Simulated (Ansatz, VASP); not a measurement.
**HfO2: VASP beside Ansatz**

Contents of INCAR:

```
SYSTEM = HfO2
ALGO = Normal
EDIFF = 1E-7
ENCUT = 520
GGA = PS
ISIF = 2
ISMEAR = 0
LASPH = .True.
LCHARG = .False.
LREAL = .False.
LWAVE = .False.
NBANDS = 31
NELM = 60
PREC = Accurate
SIGMA = 0.05
```

File KPOINTS:

```
k-points
0
Gamma
  6 6 6
  0 0 0
```

POSCAR

```
HfO2
1.0
    0.0000000000     -2.5220673945     -2.5220673945
    0.0000000000      2.5220673945     -2.5220673945
    5.0441347890      0.0000000000      0.0000000000
Hf O
2 4
Direct
    0.0191906053     -0.0191906053      0.0000000000
    0.4808093947      0.5191906053      0.5000000000
   -0.0007634237      0.4992365763      0.7339813955
    0.5007634237      0.0007634237      0.2660186045
   -0.0007634237      0.4992365763      0.2339813955
    0.5007634237      0.0007634237      0.7660186045
```

Input for Ansatz:

```yaml
crystal:
  lattice:
    - [0.0, -2.5220673945, -2.5220673945]
    - [0.0, 2.5220673945, -2.5220673945]
    - [5.044134789, 0.0, 0.0]
  atoms:
    - { symbol: Hf, position: [0.0191906053, -0.0191906053, 0.0] }
    - { symbol: Hf, position: [0.4808093947, 0.5191906053, 0.5] }
    - { symbol: O, position: [-0.0007634237, 0.4992365763, 0.7339813955] }
    - { symbol: O, position: [0.5007634237, 0.0007634237, 0.2660186045] }
    - { symbol: O, position: [-0.0007634237, 0.4992365763, 0.2339813955] }
    - { symbol: O, position: [0.5007634237, 0.0007634237, 0.7660186045] }
basis:
  ecutwfc: 520.0
kpoints:
  mp_grid: { grid: [6, 6, 6] }
hamiltonian:
  xc: pbesol
  pseudopotentials: { kind: paw, azcp: { folder: soft_1 } }
scf:
  occupations: { method: gaussian, width: 0.05 }
output:
  forces: true
  stress: true
  eigenvalues: true
```

Change from the starting cell: mode 1 frozen in at -0.081 Å and mode 5 at -0.097 Å (largest displacements).

Alike in both runs: task single point; functional PBEsol; k mesh 6 × 6 × 6; occupations gaussian, width 0.05 eV; no spin polarisation.

|  | VASP | Ansatz |
| --- | --- | --- |
| version | VASP 6.6.1 | Ansatz 0.2.0 |
| potentials or method | VASP PAW PBE potentials, release 64 (Hf_pv, O), cutoff 520 eV | scalar-relativistic, plane waves, PAW |
| valence electrons in the cell | 44 | 76 |

|  | VASP | Ansatz | Ansatz less VASP |
| --- | --- | --- | --- |
| gap on the k mesh at the Fermi level (eV) | 3.91 | 3.90 | -0.014 |
| least direct gap on the mesh (eV) | 3.97 | 3.95 | -0.021 |
| pressure (GPa) | -2.0 | 1.7 | +3.72 |
| traceless stress, the component that is largest in VASP (GPa) | 2.07 | 2.06 | -0.006 |
| rms of the force components (eV/Å) | 0.258 | 0.262 | +0.0044 |

VASP's potentials were made for PBE, not for PBEsol, and Ansatz warns of the same on its side. Atom by atom the forces differ by 0.019 eV/Å (rms over components). VASP's potentials hold 44 valence electrons a cell and Ansatz's 76, so a difference there can come from the potentials and not from the codes.

Spin-orbit coupling is off throughout.
